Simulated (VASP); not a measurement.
Write the native input for VASP 6.6.1 that does the following.

```yaml
Task: single point
Functional: r2SCAN
Potentials_or_basis: VASP PAW PBE potentials, release 64 (W_sv, S)
Cutoff: 520 eV
k_mesh: 12 × 12 × 2
Occupations: gaussian, width 0.02 eV
Spin: no spin polarisation
Dipole_correction: no
Further_INCAR_settings: ALGO = Normal; EDIFF = 1e-06; NBANDS = 35
```

Crystal: WS2.

```
W S
1.0
     3.18162    0.00000    0.00000
    -1.59081    2.75536    0.00000
     0.00000    0.00000   13.06738
W S
2 4
Direct
  0.33333 0.66667 0.25000
  0.66667 0.33333 0.75000
  0.33333 0.66667 0.63066
  0.66667 0.33333 0.13066
  0.33333 0.66667 0.86934
  0.66667 0.33333 0.36934
```

The input as run:

POSCAR

```
WS2
1.0
    3.1816189179      0.0000000000      0.0000000000
   -1.5908094589      2.7553628080      0.0000000000
    0.0000000000      0.0000000000     13.0673806245
W S
2 4
Direct
    0.3333333333      0.6666666667      0.2500000000
    0.6666666667      0.3333333333      0.7500000000
    0.3333333333      0.6666666667      0.6306574740
    0.6666666667      0.3333333333      0.1306574740
    0.3333333333      0.6666666667      0.8693425260
    0.6666666667      0.3333333333      0.3693425260
```

INCAR.step1

```
SYSTEM = WS2
  ALGO = Normal
  EDIFF = 1E-4
  ENCUT = 520
  GGA = PE
  ISMEAR = 0
  LASPH = .True.
  LCHARG = .False.
  LREAL = .False.
  LWAVE = .True.
  NBANDS = 35
  NELM = 60
  PREC = Accurate
  SIGMA = 0.02
```

INCAR.step2

```
SYSTEM = WS2
  ALGO = Normal
  EDIFF = 1E-6
  ENCUT = 520
  ISIF = 2
  ISMEAR = 0
  ISTART = 1
  LASPH = .True.
  LCHARG = .True.
  LELF = .True.
  LMIXTAU = .True.
  LREAL = .False.
  LVHAR = .True.
  LWAVE = .False.
  METAGGA = R2SCAN
  NBANDS = 35
  NELM = 60
  PREC = Accurate
  SIGMA = 0.02
```

KPOINTS

```
k-points
0
Gamma
  12 12 2
  0 0 0
```

Potentials or basis: VASP PAW PBE potentials, release 64 (W_sv, S).

Run with:

```bash
$ cat potpaw_PBE.64/W_sv/POTCAR potpaw_PBE.64/S/POTCAR > POTCAR
$ cp INCAR.step1 INCAR
$ mpirun -np 1 vasp_std > vasp.out
$ cp INCAR.step2 INCAR
$ mpirun -np 1 vasp_std > vasp.out
```

It gave:

```yaml
Pressure: 0.2 GPa
Largest_force: 0.021 eV/Å
Band_gap_on_the_k_mesh: 1.38 eV, indirect (least direct gap 1.88 eV)
```

Caveat: the PAW data sets were made with another functional, which shifts forces and pressure a little; spin-orbit coupling is left out, which moves the levels of the heavy elements.

It took 5.9 min on 1 thread of Intel Xeon 6975P-C (shared host), peak memory 0.31 GiB.
